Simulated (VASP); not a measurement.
# MgO (Fm-3m) in VASP: notebook

Runs on MgO. Level: LDA. Tasks: single point.

Everything below comes from runs of VASP 6.6.1. Logs are shortened: lines on timing, memory, paths and dates and some standing lists are left out, and cuts for length are marked.

### 1 The cell of the first run

It takes space group Fm-3m (No. 225, cubic). The conventional cell has a = 4.200 Å, b = 4.200 Å, c = 4.200 Å, α = 90.00°, β = 90.00°, γ = 90.00°. Mg (site symmetry m-3m) has 6 O at 2.10 Å within 2.8 Å. Within 2.8 Å of O (site symmetry m-3m) lie 6 Mg at 2.10 Å.

### 2 Single point, LDA (9.26 Å³/atom)

Contents of INCAR:

```
SYSTEM = MgO
PREC = Accurate ; ENCUT = 840
EDIFF = 1E-6 ; ISMEAR = 0
SIGMA = 0.02 ; LREAL = .FALSE.
LASPH = .TRUE. ; NELM = 120
ALGO = Normal ; ISIF = 2
LWAVE = .FALSE. ; LCHARG = .TRUE.
GGA = CA ; LELF = .TRUE.
LVHAR = .TRUE. ; NBANDS = 15
GGA_COMPAT = .FALSE.
```

Contents of KPOINTS:

```
Automatic mesh
0
G
  10 10 10
  0 0 0
```

Contents of POSCAR:

```
MgO
1.0
    0.0000000000      2.1001973465      2.1001973465
    2.1001973465      0.0000000000      2.1001973465
    2.1001973465      2.1001973465      0.0000000000
Mg O
1 1
Direct
    0.0000000000      0.0000000000      0.0000000000
    0.5000000000      0.5000000000      0.5000000000
```

Potentials or basis: VASP PAW LDA potentials, release 64 (Mg_sv, O).

Command:

```console
$ cat potpaw_LDA.64/Mg_sv/POTCAR potpaw_LDA.64/O/POTCAR > POTCAR
$ mpirun -np 1 vasp_std > vasp.out
```

OUTCAR:

```text
SYSTEM = MgO
   PREC = Accurate
   ENCUT = 840
   EDIFF = 1E-6
   ISMEAR = 0
   LREAL = .FALSE.
   LASPH = .TRUE.
   NELM = 120
   ISIF = 2
   GGA = CA

 ion  position               nearest neighbor table
   1  0.000  0.000  0.000-   2 2.10   2 2.10   2 2.10   2 2.10   2 2.10   2 2.10
   2  0.500  0.500  0.500-   1 2.10   1 2.10   1 2.10   1 2.10   1 2.10   1 2.10

  LATTYP: Found a face centered cubic cell.
 ALAT       =     4.2003946930

  Lattice vectors:

 A1 = (   0.0000000000,   2.1001973465,   2.1001973465)
 A2 = (   2.1001973465,   0.0000000000,   2.1001973465)
 A3 = (   2.1001973465,   2.1001973465,   0.0000000000)

Analysis of symmetry for initial positions (statically):
=====================================================================
 Subroutine PRICEL returns:
 Original cell was already a primitive cell.

 Routine SETGRP: Setting up the symmetry group for a
 face centered cubic supercell.

 Subroutine GETGRP returns: Found 48 space group operations
 (whereof 48 operations were pure point group operations)
 out of a pool of 48 trial point group operations.

The static configuration has the point symmetry O_h .

Analysis of symmetry for dynamics (positions and initial velocities):
=====================================================================
 Subroutine PRICEL returns:
 Original cell was already a primitive cell.

 Routine SETGRP: Setting up the symmetry group for a
 face centered cubic supercell.

 Subroutine GETGRP returns: Found 48 space group operations
 (whereof 48 operations were pure point group operations)
 out of a pool of 48 trial point group operations.

The dynamic configuration has the point symmetry O_h .

 Subroutine INISYM returns: Found 48 space group operations
 (whereof 48 operations are pure point group operations),
 and found     1 'primitive' translations

----------------------------------------------------------------------------------------

                                     Primitive cell

  volume of cell :      18.5272

  direct lattice vectors                    reciprocal lattice vectors
     0.000000000  2.100197346  2.100197346    -0.238072865  0.238072865  0.238072865
     2.100197346  0.000000000  2.100197346     0.238072865 -0.238072865  0.238072865
     2.100197346  2.100197346  0.000000000     0.238072865  0.238072865 -0.238072865

  length of vectors
     2.970127571  2.970127571  2.970127571     0.412354299  0.412354299  0.412354299

  position of ions in fractional coordinates (direct lattice)
     0.000000000  0.000000000  0.000000000
     0.500000000  0.500000000  0.500000000

  ion indices of the primitive-cell ions
   primitive index   ion index
                 1           1
                 2           2

----------------------------------------------------------------------------------------

 KPOINTS: Automatic mesh

Automatic generation of k-mesh.
 Grid dimensions read from file:
 generate k-points for:   10   10   10

 Generating k-lattice:

  Cartesian coordinates                     Fractional coordinates (reciprocal lattice)
    -0.023807287  0.023807287  0.023807287     0.100000000  0.000000000  0.000000000
     0.023807287 -0.023807287  0.023807287     0.000000000  0.100000000  0.000000000
     0.023807287  0.023807287 -0.023807287     0.000000000  0.000000000  0.100000000

  Length of vectors
     0.041235430  0.041235430  0.041235430

  Shift w.r.t. Gamma in fractional coordinates (k-lattice)
     0.000000000  0.000000000  0.000000000

 Subroutine IBZKPT returns following result:
 ===========================================

 Found     47 irreducible k-points:

 Following reciprocal coordinates:
            Coordinates               Weight
  0.000000  0.000000  0.000000      1.000000
  0.100000  0.000000  0.000000      8.000000
  0.200000  0.000000  0.000000      8.000000
  0.300000  0.000000  0.000000      8.000000
  0.400000  0.000000  0.000000      8.000000
  0.500000  0.000000  0.000000      4.000000
[... 16 lines left out ...]
  0.300000  0.300000  0.000000      6.000000
  0.400000  0.300000  0.000000     24.000000
 [... further k-points ...]
   k-points           NKPTS =     47   k-points in BZ     NKDIM =     47   number of bands    NBANDS=     15
   number of dos      NEDOS =    301   number of ions     NIONS =      2
   total plane-waves  NPLWV =  21952
   dimension x,y,z NGX =    28 NGY =   28 NGZ =   28
   dimension x,y,z NGXF=    56 NGYF=   56 NGZF=   56
   ions per type =               1   1
   NGX,Y,Z   is equivalent  to a cutoff of  15.67, 15.67, 15.67 a.u.
   NGXF,Y,Z  is equivalent  to a cutoff of  31.34, 31.34, 31.34 a.u.
 SYSTEM =  MgO
   PREC   = accura    normal or accurate (medium, high low for compatibility)
   ISTART =      0    job   : 0-new  1-cont  2-samecut
   ICHARG =      2    charge: 1-file 2-atom 10-const
   ISPIN  =      1    spin polarized calculation?
   LNONCOLLINEAR =      F non collinear calculations
   LSORBIT =      F    spin-orbit coupling
   LASPH  =      T    aspherical Exc in radial PAW
   ENCUT  =  840.0 eV  61.74 Ry    7.86 a.u.   7.02  7.02  7.02*2*pi/ulx,y,z
   NELM   =    120;   NELMIN=  2; NELMDL= -5     # of ELM steps
   EDIFF  = 0.1E-05   stopping-criterion for ELM
   LREAL  =      F    real-space projection
   EDIFFG = 0.1E-04   stopping-criterion for IOM
   NSW    =      0    number of steps for IOM
   IBRION =     -1    ionic relax: 0-MD 1-quasi-New 2-CG
   NFREE  =      0    steps in history (QN), initial steepest desc. (CG)
   ISIF   =      2    stress and relaxation
   ISYM   =      2    0-nonsym 1-usesym 2-fastsym
   POTIM  = 0.5000    time-step for ionic-motion
   TEBEG  =    0.0;   TEEND  =   0.0 temperature during run
   PSTRESS=    0.0 pullay stress
   NELECT =      16.0000    total number of electrons
   NUPDOWN=      -1.0000    fix difference up-down
   EMIN   =  10.00;   EMAX   =-10.00  energy-range for DOS
   EFERMI =   0.00;   METHOD = LEGACY
   ISMEAR =     0;   SIGMA  =   0.02  broadening in eV -4-tet -1-fermi 0-gaus
   EFERMI_NEDOS =   21; number of points for ismear=-14 and -15
   IALGO  =     38    algorithm
   IMIX   =      4    mixing-type and parameters
     AMIX     =   0.40;   BMIX     =  1.00
     AMIX_MAG =   1.60;   BMIX_MAG =  1.00
  volume/ion in A,a.u.               =       9.26        62.51
  Fermi-wavevector in a.u.,A,eV,Ry     =   1.558995  2.946073 33.068489  2.430465
  Thomas-Fermi vector in A             =   2.662418
   LORBIT       =      0    0 simple, 1 ext, 2 COOP (PROOUT), +10 PAW based schemes
   GGA     = CA    functional components
   LHFCALC =     F    Hartree Fock is set to
   AEXX    =    0.0000 exact exchange contribution
   IVDW    =     0    specifies the selected vdW correction
   LEPSILON=     F    determine dielectric tensor
   LRPA    =     F    only Hartree local field effects (RPA)
 non-spin polarized calculation
 Gauss-broadening in eV      SIGMA  =   0.02
  energy-cutoff  :      840.00
  volume of cell :       18.53
 maximum number of plane-waves:      1034
   NGX = 13   NGY = 13   NGZ = 13

 number of electron      15.9999994 magnetization

 Free energy of the ion-electron system (eV)
  ---------------------------------------------------
  ext. energy  EPLUGINS =         0.00000000
  ---------------------------------------------------
  free energy    TOTEN  =       -13.22886323 eV

  energy without entropy =      -13.22886323  energy(sigma->0) =      -13.22886323

 E-fermi :   2.8373     XC(G=0): -11.9762

 val. band max:        2.6408915722   @ k =   0.0000   0.0000   0.0000
 cond. band min:       7.3902928658   @ k =   0.0000   0.0000   0.0000
 fundamental gap:      4.7494012936
 Fermi energy:         2.8373413504

 k-point     1 :       0.0000    0.0000    0.0000
  band No.  band energies     occupation
      1     -68.6681      2.00000
      2     -36.1285      2.00000
      3     -36.1285      2.00000
      4     -36.1285      2.00000
      5     -14.3872      2.00000
      6       2.6409      2.00000
      7       2.6409      2.00000
      8       2.6409      2.00000
      9       7.3903      0.00000
     10      18.2161      0.00000
     11      18.2161      0.00000
     12      18.2161      0.00000
     13      22.2650      0.00000
     14      23.9101      0.00000
     15      23.9101      0.00000

 k-point     2 :       0.1000    0.0000    0.0000
  band No.  band energies     occupation
      1     -68.6675      2.00000
      2     -36.1378      2.00000
      3     -36.1296      2.00000
      4     -36.1296      2.00000
      5     -14.2725      2.00000
      6       1.9810      2.00000
      7       2.5706      2.00000
      8       2.5706      2.00000
      9       8.0125      0.00000
     10      16.9892      0.00000
     11      18.4586      0.00000
     12      18.4586      0.00000
     13      23.1776      0.00000
     14      23.1776      0.00000
     15      23.9024      0.00000

 k-point     3 :       0.2000    0.0000    0.0000
  band No.  band energies     occupation
      1     -68.6650      2.00000
      2     -36.1615      2.00000
      3     -36.1319      2.00000
      4     -36.1319      2.00000
      5     -13.9566      2.00000
      6       0.6368      2.00000
      7       2.3929      2.00000
      8       2.3929      2.00000
      9       9.1871      0.00000
     10      15.4990      0.00000
     11      18.9480      0.00000
     12      18.9480      0.00000
     13      22.4835      0.00000
     14      22.4835      0.00000
     15      24.7457      0.00000
[... 343 lines left out ...]
 k-point    23 :       0.3000    0.3000    0.0000
  band No.  band energies     occupation
      1     -68.6600      2.00000
      2     -36.1834      2.00000
      3     -36.1492      2.00000
      4     -36.1492      2.00000
      5     -13.3277      2.00000
      6      -0.5641      2.00000
      7       1.6822      2.00000
      8       1.6822      2.00000
      9      11.4494      0.00000
     10      12.8639      0.00000
     11      16.8798      0.00000
     12      20.3797      0.00000
     13      20.3797      0.00000
     14      26.5696      0.00000
     15      29.8861      0.00000

 k-point    24 :       0.4000    0.3000    0.0000
  band No.  band energies     occupation
      1     -68.6581      2.00000
      2     -36.1950      2.00000
      3     -36.1553      2.00000
      4     -36.1526      2.00000
      5     -13.0657      2.00000
      6      -0.9987      2.00000
      7       1.3062      2.00000
      8       1.5319      2.00000
      9      12.1199      0.00000
     10      12.6405      0.00000
     11      16.0692      0.00000
     12      20.6200      0.00000
     13      20.8317      0.00000
     14      27.3070      0.00000
     15      29.5085      0.00000

 [... further k-points ...]

------------------------ aborting loop because EDIFF is reached ----------------------------------------

  FORCE on cell =-STRESS in cart. coord.  units (eV):
  Direction    XX          YY          ZZ          XY          YZ          ZX
  --------------------------------------------------------------------------------------
  -------------------------------------------------------------------------------------
  Total       -0.4943494     -0.4943494     -0.4943494      0.0000000     -0.0000000      0.0000000
  in kB      -42.7498214    -42.7498214    -42.7498214      0.0000000     -0.0000000      0.0000000
  external PRESSURE =     -42.7498214 kB  Pullay stress =       0.0000000 kB

 VOLUME and BASIS-vectors are now :
 -----------------------------------------------------------------------------
  energy-cutoff  :      840.00
  volume of cell :       18.53
      direct lattice vectors                 reciprocal lattice vectors
     0.000000000  2.100197346  2.100197346    -0.238072865  0.238072865  0.238072865
     2.100197346  0.000000000  2.100197346     0.238072865 -0.238072865  0.238072865
     2.100197346  2.100197346  0.000000000     0.238072865  0.238072865 -0.238072865

 POSITION                                       TOTAL-FORCE (eV/Angst)
 -----------------------------------------------------------------------------------
      0.00000      0.00000      0.00000         0.000000      0.000000      0.000000
      2.10020      2.10020      2.10020        -0.000000     -0.000000     -0.000000
 -----------------------------------------------------------------------------------
    total drift:                                0.000000      0.000000      0.000000

  FREE ENERGIE OF THE ION-ELECTRON SYSTEM (eV)
  ---------------------------------------------------
  free  energy   TOTEN  =       -13.2288632287 eV

  energy  without entropy=      -13.2288632287  energy(sigma->0) =      -13.22886323
```

It took 19 s on 1 thread of AMD EPYC 7R13 (Zen 3), shared host; peak memory 0.12 GiB.

Results:

* Free energy: -13.2289 eV
* Pressure: -4.3 GPa
* Band gap on the k mesh: 4.75 eV

Caveat: the cell stands under tension.

### 3 Single point, LDA (8.18 Å³/atom)

This run uses another cell than the first one, of 8.18 Å³/atom.

Contents of INCAR:

```
SYSTEM = MgO
  ALGO = Normal
  EDIFF = 1E-6
  ENCUT = 840
  GGA = CA
  GGA_COMPAT = .False.
  ISIF = 2
  ISMEAR = 0
  LASPH = .True.
  LCHARG = .False.
  LREAL = .False.
  LWAVE = .False.
  NBANDS = 15
  NELM = 120
  PREC = Accurate
  SIGMA = 0.02
```

Contents of KPOINTS:

```
k-points
0
Gamma
  10 10 10
  0 0 0
```

Contents of POSCAR:

```
MgO
1.0
    0.0000000000      2.0152464339      2.0152464339
    2.0152464339      0.0000000000      2.0152464339
    2.0152464339      2.0152464339      0.0000000000
Mg O
1 1
Direct
    0.0000000000      0.0000000000      0.0000000000
    0.5000000000      0.5000000000      0.5000000000
```

Potentials or basis: VASP PAW LDA potentials, release 64 (Mg_sv, O).

Command:

```console
$ cat potpaw_LDA.64/Mg_sv/POTCAR potpaw_LDA.64/O/POTCAR > POTCAR
$ mpirun -np 1 vasp_std > vasp.out
```

Wall time 27 s (1 thread of Intel Xeon Platinum 8259CL at 2.50GHz (Skylake/Cascade Lake), shared host); peak memory 0.14 GiB.

It converged, with:

| Property | Result |
| --- | --- |
| Free energy | -13.1271 eV |
| Pressure | 20.8 GPa |
| Band gap on the k mesh | 6.06 eV |

Levels at points of the mesh, in eV from the valence-band top:
```
           k point  band 6  band 7  band 8  band 9  band 10  band 11
(0.00, 0.00, 0.00)    0.00    0.00    0.00    6.06    16.24    16.24
(0.50, 0.00, 0.00)   -5.31   -0.84   -0.84    8.60    13.93    17.39
(0.50, 0.50, 0.00)   -4.68   -1.56   -1.56    8.99    11.23    14.34
```

Caveat: the cell stands under pressure. LDA gaps usually lie below the measured ones, often by a third to a half.
